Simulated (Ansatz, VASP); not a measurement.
# Sr2CdP3 in VASP and in Ansatz

```
Sr Cd P
1.0
     5.01325    0.00000    0.00000
    -2.50663    4.34160    0.00000
     0.00000    0.00000    7.23007
Sr Cd P
2 1 3
Direct
  0.33333 0.66667 0.50000
  0.66667 0.33333 0.50000
  0.00000 0.00000 0.00000
  0.00000 0.00000 0.75327
  0.00000 0.00000 0.24673
  0.00000 0.00000 0.50000
```

Alike in both runs: task relaxation of cell and atoms; functional PBE; k mesh 6 × 6 × 4; occupations gaussian, width 0.1 eV; no spin polarisation.

```csv
,VASP,Ansatz
version,VASP 6.6.1,Ansatz 0.2.0
potentials or method,"VASP PAW PBE potentials, release 64 (Sr_sv, Cd, P), cutoff 600 eV","scalar-relativistic, plane waves, PAW"
valence electrons in the cell,47,55
```

|  | VASP | Ansatz | Ansatz less VASP |
| --- | --- | --- | --- |
| gap on the k mesh at the Fermi level, each at its own relaxed structure (eV) | none | none | - |
| relaxed volume (Å³/atom) | 37.11 | 37.00 | -0.106 |
| relaxed cell length with the largest relative difference (Å) | 5.226 | 5.217 | -0.0093 |

A gap of «none» marks a metal or a gap that the smearing closes. VASP's potentials hold 47 valence electrons a cell and Ansatz's 55, so a difference there can come from the potentials and not from the codes.

Noted on VASP's run: the volume moved by over 15 % at a fixed basis, so the end points are rough.
